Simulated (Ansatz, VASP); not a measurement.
# AlP in VASP and in Ansatz

```xyz
2
Lattice="0.0000 2.7305 2.7305 2.7305 0.0000 2.7305 2.7305 2.7305 0.0000" Properties=species:S:1:pos:R:3 pbc="T T T"
Al    0.0000    0.0000    0.0000
P     4.0958    4.0958    4.0958
```

Alike in both runs: task single point; functional LDA; k mesh 8 × 8 × 8; no spin polarisation.

|  | VASP | Ansatz |
| --- | --- | --- |
| version | VASP 6.6.1 | Ansatz 0.2.0 |
| potentials or method | VASP PAW LDA potentials, release 64 (Al, P), cutoff 500 eV | all-electron LAPW, scalar-relativistic |
| occupations | gaussian, width 0.01 eV | fixed |

```tsv
	VASP	Ansatz	Ansatz less VASP
gap on the k mesh at the Fermi level (eV)	1.44	1.45	+0.005
pressure (GPa)	-1.3	-1.3	-0.07
```

LDA's correlation is that of Perdew and Zunger in VASP and of Perdew and Wang (1992) in Ansatz. Ansatz ran all-electron here, and VASP with PAW potentials.
